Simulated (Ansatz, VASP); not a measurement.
One calculation of CdS, two programs

```
Cd S
1.0
     0.00000    2.91241    2.91241
     2.91241    0.00000    2.91241
     2.91241    2.91241    0.00000
Cd S
1 1
Direct
  0.00000 0.00000 0.00000
  0.25000 0.25000 0.25000
```

Alike in both runs: functional PBEsol; k mesh 6 × 6 × 6; no spin polarisation.

Ansatz relaxed the structure, and its values are those at the end. VASP's run is a single point on that final structure, the one shown.

|  | VASP | Ansatz |
| --- | --- | --- |
| version | VASP 6.6.1 | Ansatz 0.2.0 |
| potentials or method | VASP PAW PBE potentials, release 64 (Cd, S) | plane waves, PAW |
| plane-wave cutoff (eV) | 520 | 420 |
| occupations | gaussian, width 0.01 eV | fixed |
| valence electrons in the cell | 18 | 26 |

|  | VASP | Ansatz | Ansatz less VASP |
| --- | --- | --- | --- |
| pressure (GPa) | 0.4 | 0.0 | -0.39 |

VASP's potentials were made for PBE, not for PBEsol. VASP's potentials hold 18 valence electrons a cell and Ansatz's 26, so a difference there can come from the potentials and not from the codes.
